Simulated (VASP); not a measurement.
# ZrSe2 (P-3m1) in VASP: single point with PBE

Aim: the single point of ZrSe2 with PBE.

All numbers are computed with VASP 6.6.1; they aren't measurements. Logs are shortened: lines on timing, memory, paths and dates and some standing lists are left out, and cuts for length are marked.

**1. The cell of the first run**

It takes space group P-3m1 (No. 164, trigonal). Conventional cell: a = 3.798 Å, b = 3.798 Å, c = 6.192 Å, α = 90.00°, β = 90.00°, γ = 120.00°. Zr (site symmetry -3m) has 6 Se at 2.68 Å within 3.5 Å. Se (site symmetry 3m) has 3 Zr at 2.68 Å within 3.5 Å.

**2. Single point, PBE**

Contents of INCAR:

```
PREC = Accurate
ENCUT = 500
EDIFF = 1E-6
ISMEAR = 0
SIGMA = 0.01
LREAL = False
LASPH = True
NELM = 120
ALGO = Normal
ISIF = 2
LWAVE = False
LCHARG = False
GGA = PE
NBANDS = 19
GGA_COMPAT = False
```

Contents of KPOINTS:

```
Automatic mesh
0
Gamma
  4 4 2
```

Contents of POSCAR:

```
ZrSe2
1.0
    3.7980000000      0.0000000000      0.0000000000
   -1.8990000000      3.2891644836      0.0000000000
    0.0000000000      0.0000000000      6.1920000000
Zr Se
1 2
Direct
    0.0000000000      0.0000000000      0.0000000000
    0.3333333333      0.6666666667      0.2500000000
    0.6666666667      0.3333333333      0.7500000000
```

Potentials or basis: VASP PAW PBE potentials, release 64 (Zr_sv, Se).

Run with:

```console
$ cat potpaw_PBE.64/Zr_sv/POTCAR potpaw_PBE.64/Se/POTCAR > POTCAR
$ mpirun -np 1 vasp_std > vasp.out
```

OUTCAR:

```text
PREC = Accurate
   ENCUT = 500
   EDIFF = 1E-6
   ISMEAR = 0
   LREAL = False
   LASPH = True
   NELM = 120
   ISIF = 2
   GGA = PE

 ion  position               nearest neighbor table
   1  0.000  0.000  0.000-   2 2.68   3 2.68   3 2.68   2 2.68   3 2.68   2 2.68
   2  0.333  0.667  0.250-   1 2.68   1 2.68   1 2.68
   3  0.667  0.333  0.750-   1 2.68   1 2.68   1 2.68

  LATTYP: Found a hexagonal cell.
 ALAT       =     3.7980000000
 C/A-ratio  =     1.6303317536

  Lattice vectors:

 A1 = (   3.7980000000,   0.0000000000,   0.0000000000)
 A2 = (  -1.8990000000,   3.2891644836,   0.0000000000)
 A3 = (   0.0000000000,   0.0000000000,   6.1920000000)

Analysis of symmetry for initial positions (statically):
=====================================================================
 Subroutine PRICEL returns:
 Original cell was already a primitive cell.

 Routine SETGRP: Setting up the symmetry group for a
 hexagonal supercell.

 Subroutine GETGRP returns: Found 12 space group operations
 (whereof 12 operations were pure point group operations)
 out of a pool of 24 trial point group operations.

The static configuration has the point symmetry D_3d.

Analysis of symmetry for dynamics (positions and initial velocities):
=====================================================================
 Subroutine PRICEL returns:
 Original cell was already a primitive cell.

 Routine SETGRP: Setting up the symmetry group for a
 hexagonal supercell.

 Subroutine GETGRP returns: Found 12 space group operations
 (whereof 12 operations were pure point group operations)
 out of a pool of 24 trial point group operations.

The dynamic configuration has the point symmetry D_3d.

 Subroutine INISYM returns: Found 12 space group operations
 (whereof 12 operations are pure point group operations),
 and found     1 'primitive' translations

----------------------------------------------------------------------------------------

                                     Primitive cell

  volume of cell :      77.3520

  direct lattice vectors                    reciprocal lattice vectors
     3.798000000  0.000000000  0.000000000     0.263296472  0.152014289  0.000000000
    -1.899000000  3.289164484  0.000000000     0.000000000  0.304028578  0.000000000
     0.000000000  0.000000000  6.192000000     0.000000000  0.000000000  0.161498708

  length of vectors
     3.798000000  3.798000000  6.192000000     0.304028578  0.304028578  0.161498708

  position of ions in fractional coordinates (direct lattice)
     0.000000000  0.000000000  0.000000000
     0.333333333  0.666666667  0.250000000
     0.666666667  0.333333333  0.750000000

  ion indices of the primitive-cell ions
   primitive index   ion index
                 1           1
                 2           2
                 3           3

----------------------------------------------------------------------------------------

 KPOINTS: Automatic mesh

Automatic generation of k-mesh.
 Grid dimensions read from file:
 generate k-points for:    4    4    2

 Generating k-lattice:

  Cartesian coordinates                     Fractional coordinates (reciprocal lattice)
     0.065824118  0.038003572  0.000000000     0.250000000 -0.000000000  0.000000000
     0.000000000  0.076007144  0.000000000     0.000000000  0.250000000  0.000000000
     0.000000000  0.000000000  0.080749354     0.000000000  0.000000000  0.500000000

  Length of vectors
     0.076007144  0.076007144  0.080749354

  Shift w.r.t. Gamma in fractional coordinates (k-lattice)
     0.000000000  0.000000000  0.000000000

 Subroutine IBZKPT returns following result:
 ===========================================

 Found      8 irreducible k-points:

 Following reciprocal coordinates:
            Coordinates               Weight
  0.000000  0.000000  0.000000      1.000000
  0.250000 -0.000000  0.000000      6.000000
  0.500000 -0.000000  0.000000      3.000000
  0.250000  0.250000  0.000000      6.000000
  0.000000  0.000000  0.500000      1.000000
  0.250000 -0.000000  0.500000      6.000000
  0.500000 -0.000000  0.500000      3.000000
  0.250000  0.250000  0.500000      6.000000
   k-points           NKPTS =      8   k-points in BZ     NKDIM =      8   number of bands    NBANDS=     19
   number of dos      NEDOS =    301   number of ions     NIONS =      3
   total plane-waves  NPLWV =  37632
   dimension x,y,z NGX =    28 NGY =   28 NGZ =   48
   dimension x,y,z NGXF=    56 NGYF=   56 NGZF=   96
   ions per type =               1   2
   NGX,Y,Z   is equivalent  to a cutoff of  12.26, 12.26, 12.89 a.u.
   NGXF,Y,Z  is equivalent  to a cutoff of  24.51, 24.51, 25.77 a.u.
 SYSTEM =  unknown system
   PREC   = accura    normal or accurate (medium, high low for compatibility)
   ISTART =      0    job   : 0-new  1-cont  2-samecut
   ICHARG =      2    charge: 1-file 2-atom 10-const
   ISPIN  =      1    spin polarized calculation?
   LNONCOLLINEAR =      F non collinear calculations
   LSORBIT =      F    spin-orbit coupling
   LASPH  =      T    aspherical Exc in radial PAW
   ENCUT  =  500.0 eV  36.75 Ry    6.06 a.u.   6.92  6.92 11.29*2*pi/ulx,y,z
   NELM   =    120;   NELMIN=  2; NELMDL= -5     # of ELM steps
   EDIFF  = 0.1E-05   stopping-criterion for ELM
   LREAL  =      F    real-space projection
   EDIFFG = 0.1E-04   stopping-criterion for IOM
   NSW    =      0    number of steps for IOM
   IBRION =     -1    ionic relax: 0-MD 1-quasi-New 2-CG
   NFREE  =      0    steps in history (QN), initial steepest desc. (CG)
   ISIF   =      2    stress and relaxation
   ISYM   =      2    0-nonsym 1-usesym 2-fastsym
   POTIM  = 0.5000    time-step for ionic-motion
   TEBEG  =    0.0;   TEEND  =   0.0 temperature during run
   PSTRESS=    0.0 pullay stress
   NELECT =      24.0000    total number of electrons
   NUPDOWN=      -1.0000    fix difference up-down
   EMIN   =  10.00;   EMAX   =-10.00  energy-range for DOS
   EFERMI =   0.00;   METHOD = LEGACY
   ISMEAR =     0;   SIGMA  =   0.01  broadening in eV -4-tet -1-fermi 0-gaus
   EFERMI_NEDOS =   21; number of points for ismear=-14 and -15
   IALGO  =     38    algorithm
   IMIX   =      4    mixing-type and parameters
     AMIX     =   0.40;   BMIX     =  1.00
     AMIX_MAG =   1.60;   BMIX_MAG =  1.00
  volume/ion in A,a.u.               =      25.78       174.00
  Fermi-wavevector in a.u.,A,eV,Ry     =   1.108293  2.094371 16.712230  1.228314
  Thomas-Fermi vector in A             =   2.244819
   LORBIT       =      0    0 simple, 1 ext, 2 COOP (PROOUT), +10 PAW based schemes
   GGA     = PE    functional components
   LHFCALC =     F    Hartree Fock is set to
   AEXX    =    0.0000 exact exchange contribution
   IVDW    =     0    specifies the selected vdW correction
   LEPSILON=     F    determine dielectric tensor
   LRPA    =     F    only Hartree local field effects (RPA)
 non-spin polarized calculation
 Gauss-broadening in eV      SIGMA  =   0.01
  energy-cutoff  :      500.00
  volume of cell :       77.35
 maximum number of plane-waves:      1972
 NGX is ok and might be reduce to    28
   NGX = 13   NGY = 13   NGZ = 23

 number of electron      24.0000002 magnetization

 Free energy of the ion-electron system (eV)
  ---------------------------------------------------
  ext. energy  EPLUGINS =         0.00000000
  ---------------------------------------------------
  free energy    TOTEN  =       -19.45725536 eV

  energy without entropy =      -19.45725536  energy(sigma->0) =      -19.45725536

 E-fermi :   4.4288     XC(G=0):  -9.4423

 val. band max:        4.2657932739   @ k =   0.0000   0.0000   0.0000
 cond. band min:       4.5935715899   @ k =   0.5000  -0.0000   0.5000
 fundamental gap:      0.3277783159
 Fermi energy:         4.4288310019

 k-point     1 :       0.0000    0.0000    0.0000
  band No.  band energies     occupation
      1     -45.2924      2.00000
      2     -23.3531      2.00000
      3     -23.2213      2.00000
      4     -23.2213      2.00000
      5      -8.9394      2.00000
      6      -7.6798      2.00000
[... 11 lines left out ...]
     18       9.0107      0.00000
     19       9.3052      0.00000

 k-point     2 :       0.2500   -0.0000    0.0000
  band No.  band energies     occupation
      1     -45.2864      2.00000
      2     -23.3326      2.00000
      3     -23.3123      2.00000
      4     -23.2411      2.00000
      5      -8.4423      2.00000
      6      -7.7304      2.00000
[... 11 lines left out ...]
     18      10.9886      0.00000
     19      11.6724      0.00000

 k-point     3 :       0.5000   -0.0000    0.0000
  band No.  band energies     occupation
      1     -45.2804      2.00000
      2     -23.4039      2.00000
      3     -23.3092      2.00000
      4     -23.2608      2.00000
      5      -7.9495      2.00000
      6      -7.6847      2.00000
[... 11 lines left out ...]
     18      10.1525      0.00000
     19      11.4320      0.00000

 k-point     4 :       0.2500    0.2500    0.0000
  band No.  band energies     occupation
      1     -45.2804      2.00000
      2     -23.3680      2.00000
      3     -23.3114      2.00000
      4     -23.2954      2.00000
      5      -7.8727      2.00000
      6      -7.7651      2.00000
[... 11 lines left out ...]
     18      11.0504      0.00000
     19      12.5062      0.00000

 k-point     5 :       0.0000    0.0000    0.5000
  band No.  band energies     occupation
      1     -45.2924      2.00000
      2     -23.3534      2.00000
      3     -23.2213      2.00000
      4     -23.2213      2.00000
      5      -8.6765      2.00000
      6      -8.0539      2.00000
[... 11 lines left out ...]
     18       9.7403      0.00000
     19      11.0076      0.00000

 k-point     6 :       0.2500   -0.0000    0.5000
  band No.  band energies     occupation
      1     -45.2864      2.00000
      2     -23.3328      2.00000
      3     -23.3123      2.00000
      4     -23.2411      2.00000
      5      -8.2275      2.00000
      6      -7.9807      2.00000
[... 11 lines left out ...]
     18      10.8644      0.00000
     19      11.4397      0.00000

 k-point     7 :       0.5000   -0.0000    0.5000
  band No.  band energies     occupation
      1     -45.2804      2.00000
      2     -23.4038      2.00000
      3     -23.3093      2.00000
      4     -23.2608      2.00000
      5      -8.0411      2.00000
      6      -7.5725      2.00000
[... 11 lines left out ...]
     18       9.6095      0.00000
     19      10.6057      0.00000

 k-point     8 :       0.2500    0.2500    0.5000
  band No.  band energies     occupation
      1     -45.2804      2.00000
      2     -23.3680      2.00000
      3     -23.3115      2.00000
      4     -23.2954      2.00000
      5      -7.8781      2.00000
      6      -7.7574      2.00000
[... 11 lines left out ...]
     18      11.2949      0.00000
     19      11.7875      0.00000

------------------------ aborting loop because EDIFF is reached ----------------------------------------

  FORCE on cell =-STRESS in cart. coord.  units (eV):
  Direction    XX          YY          ZZ          XY          YZ          ZX
  --------------------------------------------------------------------------------------
  -------------------------------------------------------------------------------------
  Total        1.0867415      1.0867415      1.4408473      0.0000000      0.0000000      0.0000000
  in kB       22.5094743     22.5094743     29.8440015      0.0000000      0.0000000      0.0000000
  external PRESSURE =      24.9543167 kB  Pullay stress =       0.0000000 kB

 VOLUME and BASIS-vectors are now :
 -----------------------------------------------------------------------------
  energy-cutoff  :      500.00
  volume of cell :       77.35
      direct lattice vectors                 reciprocal lattice vectors
     3.798000000  0.000000000  0.000000000     0.263296472  0.152014289  0.000000000
    -1.899000000  3.289164484  0.000000000     0.000000000  0.304028578  0.000000000
     0.000000000  0.000000000  6.192000000     0.000000000  0.000000000  0.161498708

 POSITION                                       TOTAL-FORCE (eV/Angst)
 -----------------------------------------------------------------------------------
      0.00000      0.00000      0.00000        -0.000000      0.000000      0.000000
     -0.00000      2.19278      1.54800         0.000000      0.000000      0.254196
      1.89900      1.09639      4.64400        -0.000000     -0.000000     -0.254196
 -----------------------------------------------------------------------------------
    total drift:                               -0.000000     -0.000000     -0.000000

  FREE ENERGIE OF THE ION-ELECTRON SYSTEM (eV)
  ---------------------------------------------------
  free  energy   TOTEN  =       -19.4572553593 eV

  energy  without entropy=      -19.4572553593  energy(sigma->0) =      -19.45725536
```

Wall time 22 s (1 thread of Intel Xeon 8259CL, shared host); peak memory 0.16 GiB.

Results:

```yaml
Free_energy: -19.4573 eV
Pressure: 2.5 GPa
Largest_force: 0.254 eV/Å
Band_gap_on_the_k_mesh: 0.33 eV (least direct gap 1.00 eV)
```

Forces on the atoms (eV/Å):
```
Zr   0.000  0.000  0.000
Se   0.000  0.000  0.254
Se   0.000  0.000 -0.254
```

Stress tensor (GPa, compression positive):
```
2.25 0.00 0.00
0.00 2.25 0.00
0.00 0.00 2.98
```

Levels at points of the mesh, in eV from the valence-band top:
```
           k point  band 10  band 11  band 12  band 13  band 14  band 15
(0.00, 0.00, 0.00)    -0.05    -0.05     0.00     1.00     1.00     1.53
(0.50, 0.00, 0.00)    -2.53    -2.14    -1.37     0.53     2.46     2.79
(0.00, 0.00, 0.50)    -2.06    -0.22    -0.22     0.97     0.97     1.92
(0.50, 0.00, 0.50)    -2.54    -1.06    -0.98     0.33     2.45     2.78
```

Caveat: the k points lie up to 0.51 Å⁻¹ apart; semilocal functionals underestimate gaps, and a narrow one can read as zero; this functional lacks dispersion, which binds layers or chains, so the pressure and a relaxed spacing across them are unreliable. A k mesh can miss the band edges.
